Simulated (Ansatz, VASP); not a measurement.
## I in VASP and in Ansatz

```xyz
4
Lattice="3.6350 -2.3950 0.0000 3.6350 2.3950 0.0000 0.0000 0.0000 9.7934" Properties=species:S:1:pos:R:3 pbc="T T T"
I     3.6350   -0.7152    3.7646
I     3.6350    1.6799    1.1321
I     3.6350    0.7152    6.0288
I     3.6350   -1.6799    8.6613
```

Alike in both runs: task single point; functional r2SCAN-based global hybrid with a share of 0.1 of exact exchange; k mesh 4 × 4 × 2; occupations fermi-dirac, width 0.05 eV; no spin polarisation.

```csv
,VASP,Ansatz
version,VASP 6.6.1,Ansatz 0.2.0
potentials or method,"VASP PAW PBE potentials, release 64 (I)",Ansatz PAW
plane-wave cutoff (eV),520,500
valence electrons in the cell,28,68
```

VASP gave:

* gap on the k mesh at the Fermi level (eV): 2.09
* least direct gap on the mesh (eV): 2.28
* pressure (GPa): 0.9
* traceless stress, the component that is largest in VASP (GPa): 0.51
* rms of the force components (eV/Å): 0.235

Estimate Ansatz's values.

gap on the k mesh at the Fermi level (eV): 2.09; least direct gap on the mesh (eV): 2.29; pressure (GPa): 1.0; traceless stress, the component that is largest in VASP (GPa): 0.59; rms of the force components (eV/Å): 0.246.

VASP's potentials were made for PBE, not for r2SCAN-based global hybrid. Atom by atom the forces differ by 0.012 eV/Å (rms over components). VASP's potentials hold 28 valence electrons a cell and Ansatz's 68, so a difference there can come from the potentials and not from the codes.

Neither program's run includes spin-orbit coupling.
